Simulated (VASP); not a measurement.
# ZrSi6 (P6/mmm) in VASP: density of states with PBE

Aim: the density of states of ZrSi6 with PBE.

All numbers are computed with VASP 6.6.1; they aren't measurements. Logs are shortened: lines on timing, memory, paths and dates and some standing lists are left out, and cuts for length are marked.

### 1 The cell of the first run

Symmetry: P6/mmm, No. 191, hexagonal system. Conventional cell: a = 7.171 Å, b = 7.171 Å, c = 2.709 Å, α = 90.00°, β = 90.00°, γ = 120.00°. Zr (site symmetry 6/mmm) has 2 Zr at 2.71 Å and 6 Si at 2.71 Å within 3.6 Å. Within 3.3 Å of Si (site symmetry mm2) lie 6 Si at 2.47 to 2.71 Å and 1 Zr at 2.71 Å.

### 2 Density of states, PBE

POSCAR reads:

```
ZrSi6
1.0
    7.1710526678      0.0000000000      0.0000000000
   -3.5855263339      6.2103137822      0.0000000000
    0.0000000000      0.0000000000      2.7091500821
Zr Si
1 6
Direct
    0.0000000000      0.0000000000      0.0000000000
    0.2183686936      0.7816313064      0.0000000000
    0.2183686936      0.4367373873      0.0000000000
    0.5632626127      0.7816313064      0.0000000000
    0.7816313064      0.2183686936      0.0000000000
    0.7816313064      0.5632626127      0.0000000000
    0.4367373873      0.2183686936      0.0000000000
```

INCAR.step1 reads:

```
SYSTEM = ZrSi6
PREC = Accurate
ENCUT = 520
EDIFF = 1E-6
ISMEAR = 0
SIGMA = 0.1
LREAL = .FALSE.
LASPH = .TRUE.
NELM = 60
ALGO = Normal
ISIF = 2
LWAVE = .FALSE.
LCHARG = .TRUE.
LMAXMIX = 4
GGA = PE
NBANDS = 27
```

KPOINTS.step1 reads:

```
regular mesh
0
G
  6 6 14
  0 0 0
```

INCAR.step2 reads:

```
SYSTEM = ZrSi6
PREC = Accurate
ENCUT = 520
EDIFF = 1E-6
ISMEAR = -5
SIGMA = 0.1
LREAL = .FALSE.
LASPH = .TRUE.
NELM = 60
ALGO = Normal
ISIF = 2
LWAVE = .FALSE.
LCHARG = .FALSE.
LMAXMIX = 4
GGA = PE
LORBIT = 10
NEDOS = 2001
ICHARG = 11
```

KPOINTS.step2 reads:

```
regular mesh
0
G
  9 9 21
  0 0 0
```

Potentials or basis: VASP PAW PBE potentials, release 64 (Zr_sv, Si).

Command:

```sh
cat potpaw_PBE.64/Zr_sv/POTCAR potpaw_PBE.64/Si/POTCAR > POTCAR
cp INCAR.step1 INCAR
cp KPOINTS.step1 KPOINTS
mpirun -np 1 vasp_std > vasp.out
cp INCAR.step2 INCAR
cp KPOINTS.step2 KPOINTS
mpirun -np 1 vasp_std > vasp.out
```

OUTCAR:

```text
SYSTEM = ZrSi6
   PREC = Accurate
   ENCUT = 520
   EDIFF = 1E-6
   ISMEAR = -5
   LREAL = .FALSE.
   LASPH = .TRUE.
   NELM = 60
   ISIF = 2
   GGA = PE
   LORBIT = 10
   ICHARG = 11

 ion  position               nearest neighbor table
   1  0.000  0.000  0.000-   2 2.71   5 2.71   4 2.71   7 2.71   6 2.71   3 2.71
   2  0.218  0.782  0.000-   4 2.47   3 2.47   1 2.71   6 2.71   7 2.71
   3  0.218  0.437  0.000-   2 2.47   4 2.47   5 2.71   1 2.71   7 2.71
   4  0.563  0.782  0.000-   2 2.47   3 2.47   5 2.71   1 2.71   6 2.71
   5  0.782  0.218  0.000-   7 2.47   6 2.47   1 2.71   3 2.71   4 2.71
   6  0.782  0.563  0.000-   5 2.47   7 2.47   2 2.71   1 2.71   4 2.71
   7  0.437  0.218  0.000-   5 2.47   6 2.47   2 2.71   1 2.71   3 2.71

  LATTYP: Found a hexagonal cell.
 ALAT       =     7.1710526678
 C/A-ratio  =     0.3777897343

  Lattice vectors:

 A1 = (   7.1710526678,   0.0000000000,   0.0000000000)
 A2 = (  -3.5855263339,   6.2103137822,   0.0000000000)
 A3 = (   0.0000000000,   0.0000000000,   2.7091500821)

Analysis of symmetry for initial positions (statically):
=====================================================================
 Subroutine PRICEL returns:
 Original cell was already a primitive cell.

 Routine SETGRP: Setting up the symmetry group for a
 hexagonal supercell.

 Subroutine GETGRP returns: Found 24 space group operations
 (whereof 24 operations were pure point group operations)
 out of a pool of 24 trial point group operations.

The static configuration has the point symmetry D_6h.

Analysis of symmetry for dynamics (positions and initial velocities):
=====================================================================
 Subroutine PRICEL returns:
 Original cell was already a primitive cell.

 Routine SETGRP: Setting up the symmetry group for a
 hexagonal supercell.

 Subroutine GETGRP returns: Found 24 space group operations
 (whereof 24 operations were pure point group operations)
 out of a pool of 24 trial point group operations.

The dynamic configuration has the point symmetry D_6h.

 Subroutine INISYM returns: Found 24 space group operations
 (whereof 24 operations are pure point group operations),
 and found     1 'primitive' translations

----------------------------------------------------------------------------------------

                                     Primitive cell

  volume of cell :     120.6506

  direct lattice vectors                    reciprocal lattice vectors
     7.171052668  0.000000000  0.000000000     0.139449541  0.080511230  0.000000000
    -3.585526334  6.210313782  0.000000000     0.000000000  0.161022460  0.000000000
     0.000000000  0.000000000  2.709150082     0.000000000  0.000000000  0.369119454

  length of vectors
     7.171052668  7.171052668  2.709150082     0.161022460  0.161022460  0.369119454

  position of ions in fractional coordinates (direct lattice)
     0.000000000  0.000000000  0.000000000
     0.218368694  0.781631306  0.000000000
     0.218368694  0.436737387  0.000000000
     0.563262613  0.781631306  0.000000000
     0.781631306  0.218368694  0.000000000
     0.781631306  0.563262613  0.000000000
     0.436737387  0.218368694  0.000000000

  ion indices of the primitive-cell ions
   primitive index   ion index
                 1           1
                 2           2
                 3           3
                 4           4
                 5           5
                 6           6
                 7           7

----------------------------------------------------------------------------------------

 KPOINTS: regular mesh

Automatic generation of k-mesh.
 Grid dimensions read from file:
 generate k-points for:    9    9   21

 Generating k-lattice:

  Cartesian coordinates                     Fractional coordinates (reciprocal lattice)
     0.015494393  0.008945692  0.000000000     0.111111111  0.000000000  0.000000000
     0.000000000  0.017891384  0.000000000     0.000000000  0.111111111  0.000000000
     0.000000000  0.000000000  0.017577117     0.000000000  0.000000000  0.047619048

  Length of vectors
     0.017891384  0.017891384  0.017577117

  Shift w.r.t. Gamma in fractional coordinates (k-lattice)
     0.000000000  0.000000000  0.000000000

 TETIRR: Found   1683 inequivalent tetrahedra from    10206

 Subroutine IBZKPT returns following result:
 ===========================================

 Found    132 irreducible k-points:

 Following reciprocal coordinates:
            Coordinates               Weight
  0.000000  0.000000  0.000000      1.000000
  0.111111  0.000000  0.000000      6.000000
  0.222222 -0.000000  0.000000      6.000000
  0.333333 -0.000000  0.000000      6.000000
  0.444444 -0.000000  0.000000      6.000000
  0.111111  0.111111  0.000000      6.000000
[... 16 lines left out ...]
  0.333333  0.222222  0.047619     24.000000
  0.333333  0.333333  0.047619      4.000000
 [... further k-points ...]
   k-points           NKPTS =    132   k-points in BZ     NKDIM =    132   number of bands    NBANDS=     22
   number of dos      NEDOS =   2001   number of ions     NIONS =      7
   total plane-waves  NPLWV =  58320
   dimension x,y,z NGX =    54 NGY =   54 NGZ =   20
   dimension x,y,z NGXF=   108 NGYF=  108 NGZF=   40
   ions per type =               1   6
   NGX,Y,Z   is equivalent  to a cutoff of  12.52, 12.52, 12.27 a.u.
   NGXF,Y,Z  is equivalent  to a cutoff of  25.04, 25.04, 24.55 a.u.
 SYSTEM =  ZrSi6
   PREC   = accura    normal or accurate (medium, high low for compatibility)
   ISTART =      0    job   : 0-new  1-cont  2-samecut
   ICHARG =     11    charge: 1-file 2-atom 10-const
   ISPIN  =      1    spin polarized calculation?
   LNONCOLLINEAR =      F non collinear calculations
   LSORBIT =      F    spin-orbit coupling
   LASPH  =      T    aspherical Exc in radial PAW
   ENCUT  =  520.0 eV  38.22 Ry    6.18 a.u.  13.33 13.33  5.04*2*pi/ulx,y,z
   NELM   =     60;   NELMIN=  2; NELMDL=  0     # of ELM steps
   EDIFF  = 0.1E-05   stopping-criterion for ELM
   LREAL  =      F    real-space projection
   EDIFFG = 0.1E-04   stopping-criterion for IOM
   NSW    =      0    number of steps for IOM
   IBRION =     -1    ionic relax: 0-MD 1-quasi-New 2-CG
   NFREE  =      0    steps in history (QN), initial steepest desc. (CG)
   ISIF   =      2    stress and relaxation
   ISYM   =      2    0-nonsym 1-usesym 2-fastsym
   POTIM  = 0.5000    time-step for ionic-motion
   TEBEG  =    0.0;   TEEND  =   0.0 temperature during run
   PSTRESS=    0.0 pullay stress
   NELECT =      36.0000    total number of electrons
   NUPDOWN=      -1.0000    fix difference up-down
   EMIN   =  10.00;   EMAX   =-10.00  energy-range for DOS
   EFERMI =   0.00;   METHOD = LEGACY
   ISMEAR =    -5;   SIGMA  =   0.10  broadening in eV -4-tet -1-fermi 0-gaus
   EFERMI_NEDOS =   21; number of points for ismear=-14 and -15
   IALGO  =     38    algorithm
   IMIX   =      4    mixing-type and parameters
     AMIX     =   0.40;   BMIX     =  1.00
     AMIX_MAG =   1.60;   BMIX_MAG =  1.00
  volume/ion in A,a.u.               =      17.24       116.31
  Fermi-wavevector in a.u.,A,eV,Ry     =   1.093954  2.067274 16.282580  1.196736
  Thomas-Fermi vector in A             =   2.230250
   LORBIT       =     10    0 simple, 1 ext, 2 COOP (PROOUT), +10 PAW based schemes
   GGA     = PE    functional components
   LHFCALC =     F    Hartree Fock is set to
   AEXX    =    0.0000 exact exchange contribution
   IVDW    =     0    specifies the selected vdW correction
   LEPSILON=     F    determine dielectric tensor
   LRPA    =     F    only Hartree local field effects (RPA)
 non-spin polarized calculation
 Fermi weights with tetrahedron method with Bloechl corrections
  energy-cutoff  :      520.00
  volume of cell :      120.65
 maximum number of plane-waves:      3281
 NGX is ok and might be reduce to    54

 number of electron      36.0000001 magnetization

 Free energy of the ion-electron system (eV)
  ---------------------------------------------------
  ext. energy  EPLUGINS =         0.00000000
  ---------------------------------------------------
  free energy    TOTEN  =       -38.48162733 eV

  energy without entropy =      -38.48162733  energy(sigma->0) =      -38.48162733

 E-fermi :   8.4273     XC(G=0): -10.6832

 val. band max:        8.6092476917   @ k =   0.0000   0.0000   0.0476
 cond. band min:       8.3061681907   @ k =   0.0000   0.0000   0.2857
 fundamental gap:     -0.3030795010
 Fermi energy:         8.4273319940

 k-point     1 :       0.0000    0.0000    0.0000
  band No.  band energies     occupation
      1     -40.0982      2.00000
      2     -18.2936      2.00000
      3     -18.2936      2.00000
      4     -17.1207      2.00000
      5      -4.2187      2.00000
      6      -1.9720      2.00000
[... 14 lines left out ...]
     21      10.4442      0.00000
     22      12.8033      0.00000

 k-point     2 :       0.1111    0.0000    0.0000
  band No.  band energies     occupation
      1     -40.0982      2.00000
      2     -18.2936      2.00000
      3     -18.2936      2.00000
      4     -17.1207      2.00000
      5      -4.1757      2.00000
      6      -2.1060      2.00000
[... 14 lines left out ...]
     21      10.7840      0.00000
     22      12.4116      0.00000
[... 523 lines left out ...]
     21      11.6053      0.00000
     22      12.3634      0.00000

 k-point    24 :       0.3333    0.3333    0.0476
  band No.  band energies     occupation
      1     -40.0918      2.00000
      2     -18.2877      2.00000
      3     -18.2877      2.00000
      4     -17.1713      2.00000
      5      -3.2738      2.00000
      6      -3.2737      2.00000
[... 14 lines left out ...]
     21      12.1173      0.00000
     22      12.1176      0.00000

 [... further k-points ...]

------------------------ aborting loop because EDIFF is reached ----------------------------------------

  FORCE on cell =-STRESS in cart. coord.  units (eV):
  Direction    XX          YY          ZZ          XY          YZ          ZX
  --------------------------------------------------------------------------------------
  -------------------------------------------------------------------------------------
  Total        0.3297359      0.3297359      0.0912577      0.0000000     -0.0000000      0.0000000
  in kB        4.3787206      4.3787206      1.2118543      0.0000000     -0.0000000      0.0000000
  external PRESSURE =       3.3230985 kB  Pullay stress =       0.0000000 kB

 VOLUME and BASIS-vectors are now :
 -----------------------------------------------------------------------------
  energy-cutoff  :      520.00
  volume of cell :      120.65
      direct lattice vectors                 reciprocal lattice vectors
     7.171052668  0.000000000  0.000000000     0.139449541  0.080511230  0.000000000
    -3.585526334  6.210313782  0.000000000     0.000000000  0.161022460  0.000000000
     0.000000000  0.000000000  2.709150082     0.000000000  0.000000000  0.369119454

 POSITION                                       TOTAL-FORCE (eV/Angst)
 -----------------------------------------------------------------------------------
      0.00000      0.00000      0.00000         0.000000      0.000000     -0.000000
     -1.23663      4.85418      0.00000         0.061110     -0.035282      0.000000
     -0.00000      2.71228      0.00000         0.000000      0.070563     -0.000000
      1.23663      4.85418      0.00000        -0.061110     -0.035282     -0.000000
      4.82215      1.35614      0.00000        -0.061110      0.035282     -0.000000
      3.58553      3.49804      0.00000         0.000000     -0.070563      0.000000
      2.34890      1.35614      0.00000         0.061110      0.035282     -0.000000
 -----------------------------------------------------------------------------------
    total drift:                               -0.000000      0.000000     -0.000000

  FREE ENERGIE OF THE ION-ELECTRON SYSTEM (eV)
  ---------------------------------------------------
  free  energy   TOTEN  =       -38.4816273278 eV

  energy  without entropy=      -38.4816273278  energy(sigma->0) =      -38.48162733

 total charge

# of ion       s       p       d       tot
------------------------------------------
    1        2.197   5.959   1.986  10.142
    2        0.805   0.782   0.000   1.587
    3        0.805   0.782   0.000   1.587
    4        0.805   0.782   0.000   1.587
    5        0.805   0.782   0.000   1.587
    6        0.805   0.782   0.000   1.587
    7        0.805   0.782   0.000   1.587
--------------------------------------------------
tot          7.027  10.653   1.986  19.665
```

Run time: 11 min. Hardware: 1 thread of AMD EPYC 7R43 (Zen 3), shared host; peak memory 0.39 GiB.

What came out:

| Item | Value |
| --- | --- |
| Valence electrons inside the program's atomic spheres | Zr 10.14; Si 1.59 |

Levels at points of the mesh, in eV from the Fermi level:
| k point | band 14 | band 15 | band 16 | band 17 | band 18 | band 19 | band 20 | band 21 | band 22 |
| --- | --- | --- | --- | --- | --- | --- | --- | --- | --- |
| (0.00, 0.00, 0.00) | -1.78 | -1.51 | -1.30 | -1.30 | 0.16 | 0.27 | 0.27 | 2.02 | 4.38 |

Caveat: tetrahedron occupations give inexact forces and stress in metals.
